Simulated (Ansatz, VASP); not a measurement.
**Two plane-wave programs on ZnO**

```
Zn O
1.0
     3.23091    0.00000    0.00000
    -1.61545    2.79805    0.00000
     0.00000    0.00000    5.21561
Zn O
2 2
Direct
  0.33333 0.66667 0.99245
  0.66667 0.33333 0.49245
  0.33333 0.66667 0.38955
  0.66667 0.33333 0.88955
```

Change from the starting cell: polar distortion scaled by 0.85.

Alike in both runs: task single point; functional LDA; k mesh 9 × 9 × 6; no spin polarisation.

|  | VASP | Ansatz |
| --- | --- | --- |
| version | VASP 6.6.1 | Ansatz 0.2.0 |
| potentials or method | VASP PAW LDA potentials, release 64 (Zn, O), cutoff 520 eV | scalar-relativistic, plane waves, PAW |
| occupations | gaussian, width 0.01 eV | fixed |
| valence electrons in the cell | 36 | 36 |

|  | VASP | Ansatz | Ansatz less VASP |
| --- | --- | --- | --- |
| gap on the k mesh at the Fermi level (eV) | 0.76 | 0.75 | -0.014 |
| least direct gap on the mesh (eV) | 0.76 | 0.75 | -0.014 |
| pressure (GPa) | -4.1 | -5.2 | -1.06 |
| traceless stress, the component that is largest in VASP (GPa) | -4.12 | -3.74 | +0.379 |
| rms of the force components (eV/Å) | 0.254 | 0.239 | -0.0150 |

Ansatz warns that its potentials were made for another functional, while VASP's fit it. LDA's correlation is that of Perdew and Zunger in VASP and of Perdew and Wang (1992) in Ansatz. Atom by atom the forces differ by 0.015 eV/Å (rms over components).
